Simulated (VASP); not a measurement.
# ZnO (zincite) (P6_3mc) in VASP: a series of runs, part 2 of 3

VASP 6.6.1. Earlier steps stand in the parts before.

## 4. Single point, PBE (volume scaled by 0.96)

The input, INCAR:

```
ALGO = Normal ; EDIFF = 1E-6
ENCUT = 520 ; GGA = PE
ISIF = 2 ; ISMEAR = -1
LASPH = True ; LCHARG = False
LREAL = False ; LWAVE = False
NBANDS = 26 ; NELM = 100
PREC = Accurate ; SIGMA = 0.05
```

The input, KPOINTS:

```
k-points
0
Gamma
  9 9 5
```

The input, POSCAR:

```
ZnO
1.0
    3.2053930491      0.0000000000      0.0000000000
   -1.6026965246      2.7759518096      0.0000000000
    0.0000000000      0.0000000000      5.1353529565
Zn O
2 2
Direct
    0.6666666667      0.3333333333      0.0000000000
    0.3333333333      0.6666666667      0.5000000000
    0.3333333333      0.6666666667      0.8790100000
    0.6666666667      0.3333333333      0.3790100000
```

Command:

```bash
$ cat potpaw_PBE.64/Zn/POTCAR potpaw_PBE.64/O/POTCAR > POTCAR
$ mpirun -np 1 vasp_std > vasp.out
```

Wall time 31 s (1 thread of Intel Xeon 6975P-C, shared host); peak memory 0.18 GiB.

The run converged. Its results:

* Free energy: -17.7098 eV
* Pressure: 12.9 GPa
* Largest force: 0.089 eV/Å
* Band gap on the k mesh: 0.85 eV, direct

Forces on the atoms (eV/Å):
```
Zn   0.000  0.000 -0.089
Zn   0.000  0.000 -0.089
O    0.000  0.000  0.089
O    0.000  0.000  0.089
```

Stress tensor (GPa, compression positive):
```
12.26  0.00  0.00
 0.00 12.26  0.00
 0.00  0.00 14.24
```

Levels at points of the mesh, in eV from the valence-band top:
```csv
k point,band 15,band 16,band 17,band 18,band 19,band 20,band 21,band 22
"(0.00, 0.00, 0.00)",-0.86,-0.08,0.00,0.00,0.85,5.36,8.40,13.06
```

## 5. Single point, PBE (volume scaled by 0.98)

The input, INCAR:

```
SYSTEM = ZnO
PREC = Accurate
ENCUT = 520
EDIFF = 1E-7
ISMEAR = -1
SIGMA = 0.05
LREAL = .False.
LASPH = .True.
NELM = 80
ALGO = Normal
ISIF = 2
LWAVE = .False.
LCHARG = .False.
GGA = PE
NBANDS = 26
```

The input, KPOINTS:

```
Automatic mesh
0
Gamma
  9 9 5
  0 0 0
```

The input, POSCAR:

```
ZnO
1.0
    3.2274999067      0.0000000000      0.0000000000
   -1.6137499533      2.7950969099      0.0000000000
    0.0000000000      0.0000000000      5.1707703030
Zn O
2 2
Direct
    0.6666666667      0.3333333333      0.0000000000
    0.3333333333      0.6666666667      0.5000000000
    0.3333333333      0.6666666667      0.8790100000
    0.6666666667      0.3333333333      0.3790100000
```

Potentials or basis: VASP PAW PBE potentials, release 64 (Zn, O).

Command:

```bash
$ cat potpaw_PBE.64/Zn/POTCAR potpaw_PBE.64/O/POTCAR > POTCAR
$ mpirun -np 1 vasp_std > vasp.out
```

OUTCAR:

```text
SYSTEM = ZnO
   PREC = Accurate
   ENCUT = 520
   EDIFF = 1E-7
   ISMEAR = -1
   LREAL = .False.
   LASPH = .True.
   NELM = 80
   ISIF = 2
   GGA = PE

 ion  position               nearest neighbor table
   1  0.667  0.333  0.000-   4 1.96   3 1.97   3 1.97   3 1.97
   2  0.333  0.667  0.500-   3 1.96   4 1.97   4 1.97   4 1.97
   3  0.333  0.667  0.879-   2 1.96   1 1.97   1 1.97   1 1.97
   4  0.667  0.333  0.379-   1 1.96   2 1.97   2 1.97   2 1.97

  LATTYP: Found a hexagonal cell.
 ALAT       =     3.2274999067
 C/A-ratio  =     1.6020977390

  Lattice vectors:

 A1 = (   3.2274999067,   0.0000000000,   0.0000000000)
 A2 = (  -1.6137499533,   2.7950969099,   0.0000000000)
 A3 = (   0.0000000000,   0.0000000000,   5.1707703030)

Analysis of symmetry for initial positions (statically):
=====================================================================
 Subroutine PRICEL returns:
 Original cell was already a primitive cell.

 Routine SETGRP: Setting up the symmetry group for a
 hexagonal supercell.

 Subroutine GETGRP returns: Found 12 space group operations
 (whereof  6 operations were pure point group operations)
 out of a pool of 24 trial point group operations.

The static configuration has the point symmetry C_3v.
 The point group associated with its full space group is C_6v.

Analysis of symmetry for dynamics (positions and initial velocities):
=====================================================================
 Subroutine PRICEL returns:
 Original cell was already a primitive cell.

 Routine SETGRP: Setting up the symmetry group for a
 hexagonal supercell.

 Subroutine GETGRP returns: Found 12 space group operations
 (whereof  6 operations were pure point group operations)
 out of a pool of 24 trial point group operations.

The dynamic configuration has the point symmetry C_3v.
 The point group associated with its full space group is C_6v.

 Subroutine INISYM returns: Found 12 space group operations
 (whereof  6 operations are pure point group operations),
 and found     1 'primitive' translations

----------------------------------------------------------------------------------------

                                     Primitive cell

  volume of cell :      46.6464

  direct lattice vectors                    reciprocal lattice vectors
     3.227499907  0.000000000  0.000000000     0.309837344  0.178884674  0.000000000
    -1.613749953  2.795096910  0.000000000     0.000000000  0.357769348  0.000000000
     0.000000000  0.000000000  5.170770303     0.000000000  0.000000000  0.193394783

  length of vectors
     3.227499907  3.227499907  5.170770303     0.357769348  0.357769348  0.193394783

  position of ions in fractional coordinates (direct lattice)
     0.666666667  0.333333333  0.000000000
     0.333333333  0.666666667  0.500000000
     0.333333333  0.666666667  0.879010000
     0.666666667  0.333333333  0.379010000

  ion indices of the primitive-cell ions
   primitive index   ion index
                 1           1
                 2           2
                 3           3
                 4           4

----------------------------------------------------------------------------------------

 KPOINTS: Automatic mesh

Automatic generation of k-mesh.
 Grid dimensions read from file:
 generate k-points for:    9    9    5

 Generating k-lattice:

  Cartesian coordinates                     Fractional coordinates (reciprocal lattice)
     0.034426372  0.019876075  0.000000000     0.111111111  0.000000000  0.000000000
     0.000000000  0.039752150  0.000000000     0.000000000  0.111111111  0.000000000
     0.000000000  0.000000000  0.038678957     0.000000000  0.000000000  0.200000000

  Length of vectors
     0.039752150  0.039752150  0.038678957

  Shift w.r.t. Gamma in fractional coordinates (k-lattice)
     0.000000000  0.000000000  0.000000000

 Subroutine IBZKPT returns following result:
 ===========================================

 Found     36 irreducible k-points:

 Following reciprocal coordinates:
            Coordinates               Weight
  0.000000  0.000000  0.000000      1.000000
  0.111111  0.000000  0.000000      6.000000
  0.222222  0.000000  0.000000      6.000000
  0.333333  0.000000  0.000000      6.000000
  0.444444  0.000000  0.000000      6.000000
  0.111111  0.111111  0.000000      6.000000
[... 16 lines left out ...]
  0.333333  0.222222  0.200000     24.000000
  0.333333  0.333333  0.200000      4.000000
 [... further k-points ...]
   k-points           NKPTS =     36   k-points in BZ     NKDIM =     36   number of bands    NBANDS=     26
   number of dos      NEDOS =    301   number of ions     NIONS =      4
   total plane-waves  NPLWV =  23040
   dimension x,y,z NGX =    24 NGY =   24 NGZ =   40
   dimension x,y,z NGXF=    48 NGYF=   48 NGZF=   80
   ions per type =               2   2
   NGX,Y,Z   is equivalent  to a cutoff of  12.36, 12.36, 12.86 a.u.
   NGXF,Y,Z  is equivalent  to a cutoff of  24.72, 24.72, 25.72 a.u.
 SYSTEM =  ZnO
   PREC   = accura    normal or accurate (medium, high low for compatibility)
   ISTART =      0    job   : 0-new  1-cont  2-samecut
   ICHARG =      2    charge: 1-file 2-atom 10-const
   ISPIN  =      1    spin polarized calculation?
   LNONCOLLINEAR =      F non collinear calculations
   LSORBIT =      F    spin-orbit coupling
   LASPH  =      T    aspherical Exc in radial PAW
   ENCUT  =  520.0 eV  38.22 Ry    6.18 a.u.   6.00  6.00  9.61*2*pi/ulx,y,z
   NELM   =     80;   NELMIN=  2; NELMDL= -5     # of ELM steps
   EDIFF  = 0.1E-06   stopping-criterion for ELM
   LREAL  =      F    real-space projection
   EDIFFG = 0.1E-05   stopping-criterion for IOM
   NSW    =      0    number of steps for IOM
   IBRION =     -1    ionic relax: 0-MD 1-quasi-New 2-CG
   NFREE  =      0    steps in history (QN), initial steepest desc. (CG)
   ISIF   =      2    stress and relaxation
   ISYM   =      2    0-nonsym 1-usesym 2-fastsym
   POTIM  = 0.5000    time-step for ionic-motion
   TEBEG  =    0.0;   TEEND  =   0.0 temperature during run
   PSTRESS=    0.0 pullay stress
   NELECT =      36.0000    total number of electrons
   NUPDOWN=      -1.0000    fix difference up-down
   EMIN   =  10.00;   EMAX   =-10.00  energy-range for DOS
   EFERMI =   0.00;   METHOD = LEGACY
   ISMEAR =    -1;   SIGMA  =   0.05  broadening in eV -4-tet -1-fermi 0-gaus
   EFERMI_NEDOS =   21; number of points for ismear=-14 and -15
   IALGO  =     38    algorithm
   IMIX   =      4    mixing-type and parameters
     AMIX     =   0.40;   BMIX     =  1.00
     AMIX_MAG =   1.60;   BMIX_MAG =  1.00
  volume/ion in A,a.u.               =      11.66        78.70
  Fermi-wavevector in a.u.,A,eV,Ry     =   1.501653  2.837712 30.680611  2.254961
  Thomas-Fermi vector in A             =   2.612996
   LORBIT       =      0    0 simple, 1 ext, 2 COOP (PROOUT), +10 PAW based schemes
   GGA     = PE    functional components
   LHFCALC =     F    Hartree Fock is set to
   AEXX    =    0.0000 exact exchange contribution
   IVDW    =     0    specifies the selected vdW correction
   LEPSILON=     F    determine dielectric tensor
   LRPA    =     F    only Hartree local field effects (RPA)
 non-spin polarized calculation
  energy-cutoff  :      520.00
  volume of cell :       46.65
 maximum number of plane-waves:      1284
   NGX = 13   NGY = 13   NGZ = 19

 number of electron      36.0000012 magnetization

 Free energy of the ion-electron system (eV)
  ---------------------------------------------------
  ext. energy  EPLUGINS =         0.00000000
  ---------------------------------------------------
  free energy    TOTEN  =       -17.77623059 eV

  energy without entropy =      -17.77622766  energy(sigma->0) =      -17.77622913

 E-fermi :   1.8362     XC(G=0): -11.0199

 val. band max:        1.3873172956   @ k =   0.0000   0.0000   0.0000
 cond. band min:       2.2068855328   @ k =   0.0000   0.0000   0.0000
 fundamental gap:      0.8195682371
 Fermi energy:         1.8362394462

 k-point     1 :       0.0000    0.0000    0.0000
  band No.  band energies     occupation
      1     -16.8676      2.00000
      2     -16.1046      2.00000
      3      -4.4019      2.00000
      4      -4.4019      2.00000
      5      -4.4000      2.00000
      6      -4.3598      2.00000
[... 18 lines left out ...]
     25      15.6509      0.00000
     26      15.6509      0.00000
[... 644 lines left out ...]
      4      -4.2127      2.00000
      5      -4.2127      2.00000
      6      -3.8474      2.00000
[... 18 lines left out ...]
     25      15.0143      0.00000
     26      16.1640      0.00000

 [... further k-points ...]
[... 5 lines left out ...]
  --------------------------------------------------------------------------------------
  -------------------------------------------------------------------------------------
  Total        2.5073580      2.5073580      3.0494057      0.0000000      0.0000000      0.0000000
  in kB       86.1209016     86.1209016    104.7387620      0.0000000      0.0000000      0.0000000
  external PRESSURE =      92.3268550 kB  Pullay stress =       0.0000000 kB

 VOLUME and BASIS-vectors are now :
 -----------------------------------------------------------------------------
  energy-cutoff  :      520.00
  volume of cell :       46.65
      direct lattice vectors                 reciprocal lattice vectors
     3.227499907  0.000000000  0.000000000     0.309837344  0.178884674  0.000000000
    -1.613749953  2.795096910  0.000000000     0.000000000  0.357769348  0.000000000
     0.000000000  0.000000000  5.170770303     0.000000000  0.000000000  0.193394783

 POSITION                                       TOTAL-FORCE (eV/Angst)
 -----------------------------------------------------------------------------------
      1.61375      0.93170      0.00000        -0.000000      0.000000     -0.081451
     -0.00000      1.86340      2.58539         0.000000      0.000000     -0.081451
     -0.00000      1.86340      4.54516         0.000000      0.000000      0.081451
      1.61375      0.93170      1.95977         0.000000      0.000000      0.081451
 -----------------------------------------------------------------------------------
    total drift:                                0.000001      0.000001     -0.000005

  FREE ENERGIE OF THE ION-ELECTRON SYSTEM (eV)
  ---------------------------------------------------
  free  energy   TOTEN  =       -17.7762305931 eV

  energy  without entropy=      -17.7762276620  energy(sigma->0) =      -17.77622913
```

OSZICAR:

```text
N       E                     dE             d eps       ncg     rms          rms(c)
DAV:   1     0.299827826576E+03    0.29983E+03   -0.18161E+04  1896   0.201E+03
DAV:   2     0.116865605071E+02   -0.28814E+03   -0.26968E+03  1964   0.417E+02
DAV:   3    -0.203857982009E+02   -0.32072E+02   -0.31660E+02  2060   0.142E+02
DAV:   4    -0.210182822324E+02   -0.63248E+00   -0.63082E+00  2084   0.202E+01
DAV:   5    -0.210213079298E+02   -0.30257E-02   -0.30255E-02  2064   0.146E+00    0.152E+01
DAV:   6    -0.176003611721E+02    0.34209E+01   -0.65462E+00  2926   0.609E+01    0.936E+00
DAV:   7    -0.178132362368E+02   -0.21288E+00   -0.29427E+00  1904   0.169E+01    0.557E+00
DAV:   8    -0.178240023930E+02   -0.10766E-01   -0.48738E-01  2768   0.754E+00    0.163E+00
DAV:   9    -0.177734073628E+02    0.50595E-01   -0.10335E-01  2780   0.642E+00    0.291E-01
DAV:  10    -0.177761447536E+02   -0.27374E-02   -0.37171E-02  1904   0.132E+00    0.135E-01
DAV:  11    -0.177761877802E+02   -0.43027E-04   -0.53102E-04  2010   0.200E-01    0.325E-02
DAV:  12    -0.177762299938E+02   -0.42214E-04   -0.62479E-05  2166   0.171E-01    0.216E-02
DAV:  13    -0.177762355673E+02   -0.55735E-05   -0.16923E-05  2060   0.776E-02    0.183E-02
DAV:  14    -0.177762307596E+02    0.48077E-05   -0.99114E-06  2642   0.383E-02    0.230E-03
DAV:  15    -0.177762306591E+02    0.10051E-06   -0.22893E-06  1926   0.125E-02    0.872E-04
DAV:  16    -0.177762305931E+02    0.65962E-07   -0.18388E-08  1004   0.205E-03
   1 F= -.17776231E+02 E0= -.17776229E+02  d E =-.293114E-05
```

Run time: 41 s. Hardware: 1 thread of Intel Xeon 6975P-C, shared host; peak memory 0.18 GiB.

What came out:

```
Free energy            : -17.7762 eV
Pressure               : 9.2 GPa
Largest force          : 0.081 eV/Å
Band gap on the k mesh : 0.82 eV, direct
```

Forces in eV/Å, atoms in the order of the input:
```
Zn   0.000  0.000 -0.081
Zn   0.000  0.000 -0.081
O    0.000  0.000  0.081
O    0.000  0.000  0.081
```

Levels at points of the mesh, in eV from the valence-band top:
```
           k point  band 14  band 15  band 16  band 17  band 18  band 19  band 20  band 21  band 22  band 23
(0.00, 0.00, 0.00)    -0.84    -0.84    -0.08     0.00     0.00     0.82     5.28     8.33    12.95    12.95
```

(Part 2 of 3 ends here.)
